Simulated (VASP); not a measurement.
# Nb16H (a cell with a defect) in VASP: single point with PBE

Aim: the single point of Nb16H (a cell with a defect) with PBE.

All numbers are computed with VASP 6.6.1; they aren't measurements. Logs are shortened: lines on timing, memory, paths and dates and some standing lists are left out, and cuts for length are marked.

### Step 1. The cell of the first run

The cell holds a defect, 17 atoms: a = 6.600 Å, b = 6.600 Å, c = 6.600 Å, α = 90.00°, β = 90.00°, γ = 90.00°.

### Step 2. Single point, PBE

The input, INCAR:

```
  ALGO = Normal
  EDIFF = 1E-6
  ENCUT = 520
  GGA = PE
  ISIF = 2
  ISMEAR = -1
  LASPH = True
  LCHARG = False
  LREAL = Auto
  LWAVE = False
  NBANDS = 118
  NELM = 80
  PREC = Accurate
  SIGMA = 0.05
```

The input, KPOINTS:

```
k-points
0
Gamma
  3 3 3
```

The input, POSCAR:

```
Nb16H
1.0
    6.6000000000      0.0000000000      0.0000000000
    0.0000000000      6.6000000000      0.0000000000
    0.0000000000      0.0000000000      6.6000000000
Nb H
16 1
Direct
   -0.0065383474      0.0000759637     -0.0051077486
    0.5065893166      0.0000758795     -0.0051086144
    0.0001356627      0.5000770545      0.0021254948
   -0.0009340343      0.0000773605      0.5004340748
    0.2500237716      0.2566358358      0.2559913520
    0.4999124564      0.5000770674      0.0021254128
    0.5009828729      0.0000773938      0.5004337543
    0.7500241004      0.2499802373      0.2487648043
    0.0002214277      0.5000779632      0.5027802663
    0.2500238772      0.7435287571      0.2559863868
    0.2500249478      0.2510133779      0.7504715494
    0.4998260541      0.5000780107      0.5027794820
    0.7500240379      0.7501735282      0.2487636380
    0.7500241123      0.2499200203      0.7480850406
    0.2500249398      0.7491396178      0.7504689881
    0.7500240622      0.7502286762      0.7480824708
    0.2500256920      0.0000971561      0.1255217280
```

Potentials or basis: VASP PAW PBE potentials, release 64 (Nb_sv, H).

Launch:

```bash
cat potpaw_PBE.64/Nb_sv/POTCAR potpaw_PBE.64/H/POTCAR > POTCAR
mpirun -np 1 vasp_std > vasp.out
```

OUTCAR:

```text
EDIFF = 1E-6
   ENCUT = 520
   GGA = PE
   ISIF = 2
   ISMEAR = -1
   LASPH = True
   LREAL = Auto
   NELM = 80
   PREC = Accurate

 ion  position               nearest neighbor table
   1  0.993  0.000  0.995-  17 1.90  14 2.82  16 2.82  13 2.85   8 2.85  11 2.87  15 2.87  10 2.95
                             5 2.95
   2  0.507  0.000  0.995-  17 1.90  14 2.82  16 2.82  13 2.85   8 2.85  11 2.87  15 2.87  10 2.95
                             5 2.95
   3  0.000  0.500  0.002-  13 2.85   8 2.85   5 2.85  10 2.85  11 2.86  15 2.86  16 2.87  14 2.87
[... 23 lines left out ...]
  15  0.250  0.749  0.750-  12 2.84   9 2.84   6 2.86   3 2.86   7 2.87   4 2.87   1 2.87   2 2.87

  16  0.750  0.750  0.748-   2 2.82   1 2.82   9 2.84  12 2.84   7 2.84   4 2.84   6 2.87   3 2.87

  17  0.250  0.000  0.126-   5 1.90  10 1.90   1 1.90   2 1.90

  LATTYP: Found a simple cubic cell.
 ALAT       =     6.6000000000

  Lattice vectors:

 A1 = (   6.6000000000,   0.0000000000,   0.0000000000)
 A2 = (   0.0000000000,   6.6000000000,   0.0000000000)
 A3 = (   0.0000000000,   0.0000000000,   6.6000000000)

Analysis of symmetry for initial positions (statically):
=====================================================================
 Subroutine PRICEL returns:
 Original cell was already a primitive cell.

 Routine SETGRP: Setting up the symmetry group for a
 simple cubic supercell.

 Subroutine GETGRP returns: Found  2 space group operations
 (whereof  1 operations were pure point group operations)
 out of a pool of 48 trial point group operations.

The static configuration has the point symmetry C_1 .
 The point group associated with its full space group is C_1h.

Analysis of symmetry for dynamics (positions and initial velocities):
=====================================================================
 Subroutine PRICEL returns:
 Original cell was already a primitive cell.

 Routine SETGRP: Setting up the symmetry group for a
 simple cubic supercell.

 Subroutine GETGRP returns: Found  2 space group operations
 (whereof  1 operations were pure point group operations)
 out of a pool of 48 trial point group operations.

The dynamic configuration has the point symmetry C_1 .
 The point group associated with its full space group is C_1h.

 Subroutine INISYM returns: Found  2 space group operations
 (whereof  1 operations are pure point group operations),
 and found     1 'primitive' translations
[... 112 lines left out ...]
   EDIFFG = 0.1E-04   stopping-criterion for IOM
   NSW    =      0    number of steps for IOM
   IBRION =     -1    ionic relax: 0-MD 1-quasi-New 2-CG
   NFREE  =      0    steps in history (QN), initial steepest desc. (CG)
   ISIF   =      2    stress and relaxation
   ISYM   =      2    0-nonsym 1-usesym 2-fastsym
   POTIM  = 0.5000    time-step for ionic-motion
   TEBEG  =    0.0;   TEEND  =   0.0 temperature during run
   PSTRESS=    0.0 pullay stress
   NELECT =     209.0000    total number of electrons
   NUPDOWN=      -1.0000    fix difference up-down
   EMIN   =  10.00;   EMAX   =-10.00  energy-range for DOS
   EFERMI =   0.00;   METHOD = LEGACY
   ISMEAR =    -1;   SIGMA  =   0.05  broadening in eV -4-tet -1-fermi 0-gaus
   EFERMI_NEDOS =   21; number of points for ismear=-14 and -15
   IALGO  =     38    algorithm
   IMIX   =      4    mixing-type and parameters
     AMIX     =   0.40;   BMIX     =  1.00
     AMIX_MAG =   1.60;   BMIX_MAG =  1.00
  volume/ion in A,a.u.               =      16.91       114.12
  Fermi-wavevector in a.u.,A,eV,Ry     =   1.472018  2.781710 29.481589  2.166836
  Thomas-Fermi vector in A             =   2.587083
   LORBIT       =      0    0 simple, 1 ext, 2 COOP (PROOUT), +10 PAW based schemes
   GGA     = PE    functional components
   LHFCALC =     F    Hartree Fock is set to
   AEXX    =    0.0000 exact exchange contribution
   IVDW    =     0    specifies the selected vdW correction
   LEPSILON=     F    determine dielectric tensor
   LRPA    =     F    only Hartree local field effects (RPA)
 non-spin polarized calculation
  energy-cutoff  :      520.00
  volume of cell :      287.50
 maximum number of plane-waves:      7809
 NGX is ok and might be reduce to    50
   NGX = 25   NGY = 25   NGZ = 25

 number of electron     209.0000020 magnetization

 Free energy of the ion-electron system (eV)
  ---------------------------------------------------
  ext. energy  EPLUGINS =         0.00000000
  ---------------------------------------------------
  free energy    TOTEN  =      -167.52034469 eV

  energy without entropy =     -167.41813600  energy(sigma->0) =     -167.46924034

 E-fermi :  11.2628     XC(G=0): -12.5427

 val. band max:       11.2270728377   @ k =   0.0000   0.0000   0.3333
 cond. band min:      11.2824340199   @ k =   0.0000   0.3333   0.3333
 fundamental gap:      0.0553611821
 Fermi energy:        11.2628313116

 k-point     1 :       0.0000    0.0000    0.0000
  band No.  band energies     occupation
      1     -43.0807      2.00000
      2     -42.8934      2.00000
      3     -42.8786      2.00000
      4     -42.8784      2.00000
      5     -42.8591      2.00000
      6     -42.8477      2.00000
[... 1179 lines left out ...]
    115      13.6691      0.00000
    116      13.6937      0.00000
 [bands above 116 left out]

------------------------ aborting loop because EDIFF is reached ----------------------------------------

  FORCE on cell =-STRESS in cart. coord.  units (eV):
  Direction    XX          YY          ZZ          XY          YZ          ZX
  --------------------------------------------------------------------------------------
  -------------------------------------------------------------------------------------
  Total        4.2142951      4.2242540      3.5721092      0.0000000     -0.0004268      0.0000000
  in kB       23.4857115     23.5412109     19.9068940      0.0000000     -0.0023787      0.0000000
  external PRESSURE =      22.3112721 kB  Pullay stress =       0.0000000 kB

 VOLUME and BASIS-vectors are now :
 -----------------------------------------------------------------------------
  energy-cutoff  :      520.00
  volume of cell :      287.50
      direct lattice vectors                 reciprocal lattice vectors
     6.600000000  0.000000000  0.000000000     0.151515152  0.000000000  0.000000000
     0.000000000  6.600000000  0.000000000     0.000000000  0.151515152  0.000000000
     0.000000000  0.000000000  6.600000000     0.000000000  0.000000000  0.151515152

 POSITION                                       TOTAL-FORCE (eV/Angst)
 -----------------------------------------------------------------------------------
      6.55685      0.00050      6.56629         0.002218      0.000088     -0.006368
      3.34349      0.00050      6.56628        -0.002218      0.000088     -0.006368
      0.00090      3.30051      0.01403        -0.004691      0.000034      0.001665
      6.59384      0.00051      3.30286         0.001041     -0.000012     -0.000985
      1.65016      1.69380      1.68954         0.000000     -0.000263      0.006935
      3.29942      3.30051      0.01403         0.004691      0.000034      0.001665
[... 9 lines left out ...]
      4.95016      4.95151      4.93734         0.000000      0.000426      0.003473
      1.65017      0.00064      0.82844         0.000000     -0.000644     -0.002676
 -----------------------------------------------------------------------------------
    total drift:                                0.265772     -0.000897      0.006463

  FREE ENERGIE OF THE ION-ELECTRON SYSTEM (eV)
  ---------------------------------------------------
  free  energy   TOTEN  =      -167.5203446907 eV

  energy  without entropy=     -167.4181359965  energy(sigma->0) =     -167.46924034
```

Wall time 18 min (1 thread of AMD EPYC 7R43 (Zen 3), shared host); peak memory 0.43 GiB.

Results:

| Quantity | Value |
| --- | --- |
| Free energy | -167.5203 eV |
| Pressure | 2.2 GPa |
| Largest force | 0.007 eV/Å |
| Band gap on the k mesh | zero (an odd number of electrons rules out a gap without spin polarisation) |

Forces in eV/Å, atoms in the order of the input:
```
Nb   0.002  0.000 -0.006
Nb  -0.002  0.000 -0.006
Nb  -0.005  0.000  0.002
Nb   0.001  0.000 -0.001
Nb   0.000  0.000  0.007
Nb   0.005  0.000  0.002
Nb  -0.001  0.000 -0.001
Nb   0.000  0.004 -0.001
Nb  -0.003  0.000  0.000
Nb   0.000  0.000  0.007
Nb   0.000  0.000 -0.002
Nb   0.003  0.000  0.000
Nb   0.000 -0.004 -0.001
Nb   0.000  0.000  0.003
Nb   0.000  0.000 -0.002
Nb   0.000  0.000  0.003
H    0.000 -0.001 -0.003
```
